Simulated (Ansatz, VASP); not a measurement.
**Two plane-wave programs on As**

```xyz
2
Lattice="-2.8471 2.4954 1.3090 2.4954 -2.8471 1.3090 2.8010 2.8010 -1.9531" Properties=species:S:1:pos:R:3 pbc="T T T"
As    2.3840   -2.7357    1.3090
As    0.0004    2.4489    0.3324
```

Alike in both runs: task single point; functional LDA; k mesh 16 × 16 × 10; occupations fermi-dirac, width 0.1 eV; no spin polarisation.

```csv
,VASP,Ansatz
version,VASP 6.6.1,Ansatz 0.2.0
potentials or method,"VASP PAW LDA potentials, release 64 (As), cutoff 520 eV","plane waves (420 eV) with PAW, scalar-relativistic"
valence electrons in the cell,10,30
```

|  | VASP | Ansatz | Ansatz less VASP |
| --- | --- | --- | --- |
| pressure (GPa) | 15.0 | 14.2 | -0.88 |
| traceless stress, the component that is largest in VASP (GPa) | 1.57 | 1.46 | -0.106 |

Ansatz warns that its potentials were made for another functional, while VASP's fit it. LDA's correlation is that of Perdew and Zunger in VASP and of Perdew and Wang (1992) in Ansatz. VASP's potentials hold 10 valence electrons a cell and Ansatz's 30, so a difference there can come from the potentials and not from the codes.
